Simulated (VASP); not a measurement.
Crystal: Si.

```
Si
1.0
     6.18317    0.00000    0.00000
     0.00000    6.18317    0.00000
     0.00000    0.00000    4.97664
Si
8
Direct
  0.50000 0.00000 0.78742
  0.00000 0.50000 0.78742
  0.24225 0.00000 0.50000
  0.75775 0.00000 0.50000
  0.00000 0.24225 0.50000
  0.00000 0.75775 0.50000
  0.50000 0.00000 0.21258
  0.00000 0.50000 0.21258
```

The cell was built from a structure type or drawn by symmetry, and may not be a known phase.

```yaml
Program: VASP 6.6.1
Task: relaxation of cell and atoms
Functional: PBE
Potentials_or_basis: VASP PAW PBE potentials, release 64 (Si)
Cutoff: 600 eV
k_mesh: 4 × 4 × 4
Occupations: gaussian, width 0.1 eV
Spin: no spin polarisation
```

At the start: pressure 24.6 GPa; volume 23.78 Å³/atom.

Task: How do energy, volume and symmetry change on relaxing?

Result: Over 9 steps the energy falls by 477.8 meV/atom and the volume is 31.40 Å³/atom (+32.0 %); space group P4/mmm (No. 123, to 0.1 Å) before and after.

Step by step:
```csv
step,energy change (eV),largest force (eV/Å),pressure (GPa),volume (Å³)
1,0.0000,1.4932,24.60,190.26
2,-2.0970,0.6864,-6.82,309.57
3,-3.7655,0.1870,-0.21,249.51
4,-3.7663,0.1686,0.06,248.22
5,-3.7998,0.2327,0.34,248.70
6,-3.8022,0.2619,0.44,248.86
7,-3.8201,0.1078,-0.19,252.15
8,-3.8201,0.1018,-0.21,252.27
9,-3.8220,0.0067,0.00,251.22
```

Final structure:
```cif
data_structure
_symmetry_space_group_name_H-M 'P 1'
_symmetry_Int_Tables_number 1
_cell_length_a 6.8888
_cell_length_b 6.8888
_cell_length_c 5.2938
_cell_angle_alpha 90.000
_cell_angle_beta 90.000
_cell_angle_gamma 90.000
_cell_volume 251.22
loop_
_atom_site_label
_atom_site_type_symbol
_atom_site_fract_x
_atom_site_fract_y
_atom_site_fract_z
_atom_site_occupancy
Si1 Si 0.50000 0.00000 0.79046 1
Si2 Si 0.00000 0.50000 0.79046 1
Si3 Si 0.24640 0.00000 0.50000 1
Si4 Si 0.75360 0.00000 0.50000 1
Si5 Si 0.00000 0.24640 0.50000 1
Si6 Si 0.00000 0.75360 0.50000 1
Si7 Si 0.50000 0.00000 0.20954 1
Si8 Si 0.00000 0.50000 0.20954 1
```

Caveat: the volume moved by over 15 % at a fixed basis, so the end points are rough.
